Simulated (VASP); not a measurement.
# Sn (Fd-3m) in VASP: a series of runs

Runs on Sn. Level: PBEsol. Tasks: electric field gradients.

All numbers are computed with VASP 6.6.1; they aren't measurements. Logs are shortened: lines on timing, memory, paths and dates and some standing lists are left out, and cuts for length are marked.

## Step 1: The cell of the first run

It takes space group Fd-3m (No. 227, cubic). Conventional cell: a = 6.534 Å, b = 6.534 Å, c = 6.534 Å, α = 90.00°, β = 90.00°, γ = 90.00°. Within 3.7 Å of Sn (site symmetry -43m) lie 4 Sn at 2.83 Å.

This isn't the form of Sn at room conditions, which is tetragonal (white tin).

## Step 2: Electric field gradients, PBEsol (34.87 Å³/atom)

INCAR reads:

```
PREC = Accurate
ENCUT = 520
EDIFF = 1E-8
ISMEAR = -1
SIGMA = 0.05
LREAL = False
LASPH = True
NELM = 60
ALGO = Normal
ISIF = 2
LWAVE = False
LCHARG = False
GGA = PS
LEFG = True
NBANDS = 21
```

KPOINTS reads:

```
Automatic mesh
0
Gamma
  11 11 11
```

POSCAR reads:

```
Sn
1.0
    0.0000000000      3.2670946662      3.2670946662
    3.2670946662      0.0000000000      3.2670946662
    3.2670946662      3.2670946662      0.0000000000
Sn
2
Direct
    0.5000000000      0.5000000000      0.5000000000
    0.7500000000      0.7500000000      0.7500000000
```

Potentials or basis: VASP PAW PBE potentials, release 64 (Sn_d).

Started as:

```
$ cat potpaw_PBE.64/Sn_d/POTCAR > POTCAR
$ mpirun -np 1 vasp_std > vasp.out
```

OUTCAR:

```text
PREC = Accurate
   ENCUT = 520
   EDIFF = 1E-8
   ISMEAR = -1
   LREAL = False
   LASPH = True
   NELM = 60
   ISIF = 2
   GGA = PS

 ion  position               nearest neighbor table
   1  0.500  0.500  0.500-   2 2.83   2 2.83   2 2.83   2 2.83
   2  0.750  0.750  0.750-   1 2.83   1 2.83   1 2.83   1 2.83

  LATTYP: Found a face centered cubic cell.
 ALAT       =     6.5341893324

  Lattice vectors:

 A1 = (   0.0000000000,   3.2670946662,   3.2670946662)
 A2 = (   3.2670946662,   0.0000000000,   3.2670946662)
 A3 = (   3.2670946662,   3.2670946662,   0.0000000000)

Analysis of symmetry for initial positions (statically):
=====================================================================
 Subroutine PRICEL returns:
 Original cell was already a primitive cell.

 Routine SETGRP: Setting up the symmetry group for a
 face centered cubic supercell.

 Subroutine GETGRP returns: Found 48 space group operations
 (whereof 24 operations were pure point group operations)
 out of a pool of 48 trial point group operations.

The static configuration has the point symmetry T_d .
 The point group associated with its full space group is O_h .

Analysis of symmetry for dynamics (positions and initial velocities):
=====================================================================
 Subroutine PRICEL returns:
 Original cell was already a primitive cell.

 Routine SETGRP: Setting up the symmetry group for a
 face centered cubic supercell.

 Subroutine GETGRP returns: Found 48 space group operations
 (whereof 24 operations were pure point group operations)
 out of a pool of 48 trial point group operations.

The dynamic configuration has the point symmetry T_d .
 The point group associated with its full space group is O_h .

 Subroutine INISYM returns: Found 48 space group operations
 (whereof 24 operations are pure point group operations),
 and found     1 'primitive' translations

----------------------------------------------------------------------------------------

                                     Primitive cell

  volume of cell :      69.7453

  direct lattice vectors                    reciprocal lattice vectors
     0.000000000  3.267094666  3.267094666    -0.153041173  0.153041173  0.153041173
     3.267094666  0.000000000  3.267094666     0.153041173 -0.153041173  0.153041173
     3.267094666  3.267094666  0.000000000     0.153041173  0.153041173 -0.153041173

  length of vectors
     4.620369586  4.620369586  4.620369586     0.265075087  0.265075087  0.265075087

  position of ions in fractional coordinates (direct lattice)
     0.500000000  0.500000000  0.500000000
     0.750000000  0.750000000  0.750000000

  ion indices of the primitive-cell ions
   primitive index   ion index
                 1           1
                 2           2

----------------------------------------------------------------------------------------

 KPOINTS: Automatic mesh

Automatic generation of k-mesh.
 Grid dimensions read from file:
 generate k-points for:   11   11   11

 Generating k-lattice:

  Cartesian coordinates                     Fractional coordinates (reciprocal lattice)
    -0.013912834  0.013912834  0.013912834     0.090909091  0.000000000  0.000000000
     0.013912834 -0.013912834  0.013912834     0.000000000  0.090909091  0.000000000
     0.013912834  0.013912834 -0.013912834     0.000000000  0.000000000  0.090909091

  Length of vectors
     0.024097735  0.024097735  0.024097735

  Shift w.r.t. Gamma in fractional coordinates (k-lattice)
     0.000000000  0.000000000  0.000000000

 Subroutine IBZKPT returns following result:
 ===========================================

 Found     56 irreducible k-points:

 Following reciprocal coordinates:
            Coordinates               Weight
  0.000000  0.000000  0.000000      1.000000
  0.090909  0.000000  0.000000      8.000000
  0.181818  0.000000  0.000000      8.000000
  0.272727  0.000000  0.000000      8.000000
  0.363636  0.000000  0.000000      8.000000
  0.454545  0.000000  0.000000      8.000000
[... 16 lines left out ...]
 -0.272727  0.181818  0.000000     24.000000
 -0.181818  0.181818  0.000000     12.000000
 [... further k-points ...]
   k-points           NKPTS =     56   k-points in BZ     NKDIM =     56   number of bands    NBANDS=     21
   number of dos      NEDOS =    301   number of ions     NIONS =      2
   total plane-waves  NPLWV =  46656
   dimension x,y,z NGX =    36 NGY =   36 NGZ =   36
   dimension x,y,z NGXF=    72 NGYF=   72 NGZF=   72
   ions per type =               2
   NGX,Y,Z   is equivalent  to a cutoff of  12.95, 12.95, 12.95 a.u.
   NGXF,Y,Z  is equivalent  to a cutoff of  25.91, 25.91, 25.91 a.u.
 SYSTEM =  unknown system
   PREC   = accura    normal or accurate (medium, high low for compatibility)
   ISTART =      0    job   : 0-new  1-cont  2-samecut
   ICHARG =      2    charge: 1-file 2-atom 10-const
   ISPIN  =      1    spin polarized calculation?
   LNONCOLLINEAR =      F non collinear calculations
   LSORBIT =      F    spin-orbit coupling
   LASPH  =      T    aspherical Exc in radial PAW
   ENCUT  =  520.0 eV  38.22 Ry    6.18 a.u.   8.59  8.59  8.59*2*pi/ulx,y,z
   NELM   =     60;   NELMIN=  2; NELMDL= -5     # of ELM steps
   EDIFF  = 0.1E-07   stopping-criterion for ELM
   LREAL  =      F    real-space projection
   EDIFFG = 0.1E-06   stopping-criterion for IOM
   NSW    =      0    number of steps for IOM
   IBRION =     -1    ionic relax: 0-MD 1-quasi-New 2-CG
   NFREE  =      0    steps in history (QN), initial steepest desc. (CG)
   ISIF   =      2    stress and relaxation
   ISYM   =      2    0-nonsym 1-usesym 2-fastsym
   POTIM  = 0.5000    time-step for ionic-motion
   TEBEG  =    0.0;   TEEND  =   0.0 temperature during run
   PSTRESS=    0.0 pullay stress
   NELECT =      28.0000    total number of electrons
   NUPDOWN=      -1.0000    fix difference up-down
   EMIN   =  10.00;   EMAX   =-10.00  energy-range for DOS
   EFERMI =   0.00;   METHOD = LEGACY
   ISMEAR =    -1;   SIGMA  =   0.05  broadening in eV -4-tet -1-fermi 0-gaus
   EFERMI_NEDOS =   21; number of points for ismear=-14 and -15
   IALGO  =     38    algorithm
   IMIX   =      4    mixing-type and parameters
     AMIX     =   0.40;   BMIX     =  1.00
     AMIX_MAG =   1.60;   BMIX_MAG =  1.00
  volume/ion in A,a.u.               =      34.87       235.33
  Fermi-wavevector in a.u.,A,eV,Ry     =   1.207691  2.282205 19.844332  1.458517
  Thomas-Fermi vector in A             =   2.343321
   LORBIT       =      0    0 simple, 1 ext, 2 COOP (PROOUT), +10 PAW based schemes
   GGA     = PS    functional components
   LHFCALC =     F    Hartree Fock is set to
   AEXX    =    0.0000 exact exchange contribution
   IVDW    =     0    specifies the selected vdW correction
   LEPSILON=     F    determine dielectric tensor
   LRPA    =     F    only Hartree local field effects (RPA)
 non-spin polarized calculation
  energy-cutoff  :      520.00
  volume of cell :       69.75
 maximum number of plane-waves:      1893
   NGX = 17   NGY = 17   NGZ = 17

 number of electron      27.9999987 magnetization

 Free energy of the ion-electron system (eV)
  ---------------------------------------------------
  ext. energy  EPLUGINS =         0.00000000
  ---------------------------------------------------
  free energy    TOTEN  =        -8.46534037 eV

  energy without entropy =       -8.46333079  energy(sigma->0) =       -8.46433558

 E-fermi :   5.2483     XC(G=0):  -8.9767

 val. band max:        5.1989922376   @ k =   0.0909   0.0000   0.0000
 cond. band min:       5.2881797123   @ k =   0.3636   0.0000   0.0000
 fundamental gap:      0.0891874746
 Fermi energy:         5.2483235980

 k-point     1 :       0.0000    0.0000    0.0000
  band No.  band energies     occupation
      1     -16.2867      2.00000
      2     -16.2867      2.00000
      3     -16.2867      2.00000
      4     -16.2290      2.00000
      5     -16.2290      2.00000
      6     -15.9339      2.00000
[... 13 lines left out ...]
     20      13.1942      0.00000
     21      13.1942      0.00000

 k-point     2 :       0.0909    0.0000    0.0000
  band No.  band energies     occupation
      1     -16.2928      2.00000
      2     -16.2928      2.00000
      3     -16.2847      2.00000
      4     -16.2206      2.00000
      5     -16.2206      2.00000
      6     -15.9489      2.00000
[... 520 lines left out ...]
 k-point    24 :      -0.1818    0.1818    0.0000
  band No.  band energies     occupation
      1     -16.3228      2.00000
      2     -16.3213      2.00000
      3     -16.2567      2.00000
      4     -16.1896      2.00000
      5     -16.1640      2.00000
      6     -16.0080      2.00000
[... 13 lines left out ...]
     20      12.7044      0.00000
     21      13.0139      0.00000

 [... further k-points ...]

------------------------ aborting loop because EDIFF is reached ----------------------------------------

  FORCE on cell =-STRESS in cart. coord.  units (eV):
  Direction    XX          YY          ZZ          XY          YZ          ZX
  --------------------------------------------------------------------------------------
  -------------------------------------------------------------------------------------
  Total        0.0245247      0.0245247      0.0245247      0.0000000      0.0000000     -0.0000000
  in kB        0.5633764      0.5633764      0.5633764      0.0000000      0.0000000     -0.0000000
  external PRESSURE =       0.5633764 kB  Pullay stress =       0.0000000 kB

 VOLUME and BASIS-vectors are now :
 -----------------------------------------------------------------------------
  energy-cutoff  :      520.00
  volume of cell :       69.75
      direct lattice vectors                 reciprocal lattice vectors
     0.000000000  3.267094666  3.267094666    -0.153041173  0.153041173  0.153041173
     3.267094666  0.000000000  3.267094666     0.153041173 -0.153041173  0.153041173
     3.267094666  3.267094666  0.000000000     0.153041173  0.153041173 -0.153041173

 POSITION                                       TOTAL-FORCE (eV/Angst)
 -----------------------------------------------------------------------------------
      3.26709      3.26709      3.26709        -0.000000     -0.000000      0.000000
      4.90064      4.90064      4.90064         0.000000      0.000000      0.000000
 -----------------------------------------------------------------------------------
    total drift:                                0.000000      0.000000      0.000000

  FREE ENERGIE OF THE ION-ELECTRON SYSTEM (eV)
  ---------------------------------------------------
  free  energy   TOTEN  =        -8.4653403740 eV

  energy  without entropy=       -8.4633307941  energy(sigma->0) =       -8.46433558

 Electric field gradients (V/A^2)
---------------------------------------------------------------------
 ion       V_xx      V_yy      V_zz      V_xy      V_xz      V_yz
---------------------------------------------------------------------
   1      -0.000    -0.000     0.000     0.001     0.001     0.001
   2      -0.000    -0.000     0.000     0.001     0.001     0.001
---------------------------------------------------------------------

 Electric field gradients after diagonalization (V/A^2)
 (convention: |V_zz| > |V_xx| > |V_yy|)
----------------------------------------------------------------------
 ion       V_xx      V_yy      V_zz     asymmetry (V_yy - V_xx)/ V_zz
----------------------------------------------------------------------
   1      -0.001    -0.001     0.002       0.000
   2      -0.001    -0.001     0.002       0.000
----------------------------------------------------------------------

           NMR quadrupolar parameters

 Cq : quadrupolar parameter    Cq=e*Q*V_zz/h
 eta: asymmetry parameters     (V_yy - V_xx)/ V_zz
 Q  : nuclear electric quadrupole moment in mb (millibarn)
----------------------------------------------------------------------
 ion       Cq(MHz)       eta       Q (mb)
----------------------------------------------------------------------
   1       0.000       0.000       1.000
   2       0.000       0.000       1.000
----------------------------------------------------------------------
```

It took 42 s on 1 thread of Intel Xeon Platinum 8488C (Sapphire Rapids), shared host; peak memory 0.23 GiB.

Results:

| Quantity | Value |
| --- | --- |
| Free energy | -8.4653 eV |
| Pressure | 0.1 GPa |
| Band gap on the k mesh | zero (bands 14 and 15 overlap by 0.17 eV) |
| Largest electric field gradient by atom | zero within the noise of the run |

Caveat: the PAW data sets were made with another functional, which shifts forces and pressure a little; spin-orbit coupling is left out, which moves the levels of the heavy elements.

## Step 3: Electric field gradients, PBEsol (36.24 Å³/atom)

This run uses another cell than the first one, of 36.24 Å³/atom.

INCAR reads:

```
SYSTEM = Sn
  ALGO = Normal
  EDIFF = 1E-8
  ENCUT = 520
  GGA = PS
  ISIF = 2
  ISMEAR = -1
  LASPH = .TRUE.
  LCHARG = .FALSE.
  LEFG = .TRUE.
  LREAL = .FALSE.
  LWAVE = .FALSE.
  NBANDS = 21
  NELM = 60
  PREC = Accurate
  SIGMA = 0.05
```

KPOINTS reads:

```
k-points
0
G
  11 11 11
  0 0 0
```

POSCAR reads:

```
Sn
1.0
    0.0000000000      3.3092553764      3.3092553764
    3.3092553764      0.0000000000      3.3092553764
    3.3092553764      3.3092553764      0.0000000000
Sn
2
Direct
    0.5000000000      0.5000000000      0.5000000000
    0.7500000000      0.7500000000      0.7500000000
```

Potentials or basis: VASP PAW PBE potentials, release 64 (Sn_d).

Started as:

```
$ cat potpaw_PBE.64/Sn_d/POTCAR > POTCAR
$ mpirun -np 1 vasp_std > vasp.out
```

OUTCAR:

```text
SYSTEM = Sn
   EDIFF = 1E-8
   ENCUT = 520
   GGA = PS
   ISIF = 2
   ISMEAR = -1
   LASPH = .TRUE.
   LREAL = .FALSE.
   NELM = 60
   PREC = Accurate

 ion  position               nearest neighbor table
   1  0.500  0.500  0.500-   2 2.87   2 2.87   2 2.87   2 2.87
   2  0.750  0.750  0.750-   1 2.87   1 2.87   1 2.87   1 2.87

  LATTYP: Found a face centered cubic cell.
 ALAT       =     6.6185107528

  Lattice vectors:

 A1 = (   0.0000000000,   3.3092553764,   3.3092553764)
 A2 = (   3.3092553764,   0.0000000000,   3.3092553764)
 A3 = (   3.3092553764,   3.3092553764,   0.0000000000)

Analysis of symmetry for initial positions (statically):
=====================================================================
 Subroutine PRICEL returns:
 Original cell was already a primitive cell.

 Routine SETGRP: Setting up the symmetry group for a
 face centered cubic supercell.

 Subroutine GETGRP returns: Found 48 space group operations
[... 764 lines left out ...]
  volume of cell :       72.48
      direct lattice vectors                 reciprocal lattice vectors
     0.000000000  3.309255376  3.309255376    -0.151091392  0.151091392  0.151091392
     3.309255376  0.000000000  3.309255376     0.151091392 -0.151091392  0.151091392
     3.309255376  3.309255376  0.000000000     0.151091392  0.151091392 -0.151091392

 POSITION                                       TOTAL-FORCE (eV/Angst)
 -----------------------------------------------------------------------------------
      3.30926      3.30926      3.30926         0.000000      0.000000      0.000000
      4.96388      4.96388      4.96388        -0.000000     -0.000000     -0.000000
 -----------------------------------------------------------------------------------
    total drift:                                0.000000      0.000000      0.000000

  FREE ENERGIE OF THE ION-ELECTRON SYSTEM (eV)
  ---------------------------------------------------
  free  energy   TOTEN  =        -8.4542773504 eV

  energy  without entropy=       -8.4521057340  energy(sigma->0) =       -8.45319154

 Electric field gradients (V/A^2)
---------------------------------------------------------------------
 ion       V_xx      V_yy      V_zz      V_xy      V_xz      V_yz
---------------------------------------------------------------------
   1       0.000     0.000    -0.000     0.002     0.002     0.002
   2       0.000     0.000    -0.000     0.002     0.002     0.002
---------------------------------------------------------------------

 Electric field gradients after diagonalization (V/A^2)
 (convention: |V_zz| > |V_xx| > |V_yy|)
----------------------------------------------------------------------
 ion       V_xx      V_yy      V_zz     asymmetry (V_yy - V_xx)/ V_zz
----------------------------------------------------------------------
   1      -0.002    -0.002     0.004       0.000
   2      -0.002    -0.002     0.004       0.000
----------------------------------------------------------------------

           NMR quadrupolar parameters

 Cq : quadrupolar parameter    Cq=e*Q*V_zz/h
 eta: asymmetry parameters     (V_yy - V_xx)/ V_zz
 Q  : nuclear electric quadrupole moment in mb (millibarn)
----------------------------------------------------------------------
 ion       Cq(MHz)       eta       Q (mb)
----------------------------------------------------------------------
   1       0.000       0.000       1.000
   2       0.000       0.000       1.000
----------------------------------------------------------------------
```

OSZICAR:

```text
N       E                     dE             d eps       ncg     rms          rms(c)
DAV:   1     0.227950653195E+03    0.22795E+03   -0.14876E+04  2377   0.190E+03
DAV:   2     0.169367300202E+02   -0.21101E+03   -0.20647E+03  2367   0.442E+02
DAV:   3    -0.769436661201E+01   -0.24631E+02   -0.24474E+02  2762   0.140E+02
DAV:   4    -0.851494648140E+01   -0.82058E+00   -0.82019E+00  2687   0.289E+01
DAV:   5    -0.854307664455E+01   -0.28130E-01   -0.28130E-01  3378   0.525E+00    0.299E+00
DAV:   6    -0.848230382097E+01    0.60773E-01   -0.38649E-02  3200   0.257E+00    0.170E+00
DAV:   7    -0.845316525848E+01    0.29139E-01   -0.47828E-02  2874   0.244E+00    0.162E-01
DAV:   8    -0.845400899343E+01   -0.84373E-03   -0.69774E-03  2682   0.998E-01    0.487E-02
DAV:   9    -0.845426502341E+01   -0.25603E-03   -0.39853E-04  2927   0.178E-01    0.112E-02
DAV:  10    -0.845427553833E+01   -0.10515E-04   -0.19075E-05  2979   0.332E-02    0.533E-03
DAV:  11    -0.845427745072E+01   -0.19124E-05   -0.29385E-06  2657   0.133E-02    0.693E-04
DAV:  12    -0.845427735360E+01    0.97116E-07   -0.23161E-07  2842   0.564E-03    0.306E-04
DAV:  13    -0.845427733983E+01    0.13772E-07   -0.15276E-08  2128   0.928E-04    0.516E-05
DAV:  14    -0.845427734987E+01   -0.10042E-07   -0.16230E-09  1576   0.380E-04    0.166E-05
DAV:  15    -0.845427735040E+01   -0.52569E-09   -0.53417E-10  1411   0.254E-04
   1 F= -.84542774E+01 E0= -.84531915E+01  d E =-.217162E-02
```

Wall time 42 s (1 thread of Intel Xeon Platinum 8488C (Sapphire Rapids), shared host); peak memory 0.23 GiB.

Results:

| Item | Value |
| --- | --- |
| Free energy | -8.4543 eV |
| Pressure | -1.4 GPa |
| Band gap on the k mesh | zero (bands 14 and 15 overlap by 0.24 eV) |
| Largest electric field gradient by atom | zero within the noise of the run |

Levels at points of the mesh, in eV from the Fermi level:
```
           k point  band 11  band 12  band 13  band 14  band 15  band 16  band 17  band 18
(0.00, 0.00, 0.00)   -10.21    -1.05     0.13     0.13     0.13     2.18     2.18     2.18
```

Caveat: the PAW data sets were made with another functional, which shifts forces and pressure a little; spin-orbit coupling is left out, which moves the levels of the heavy elements.
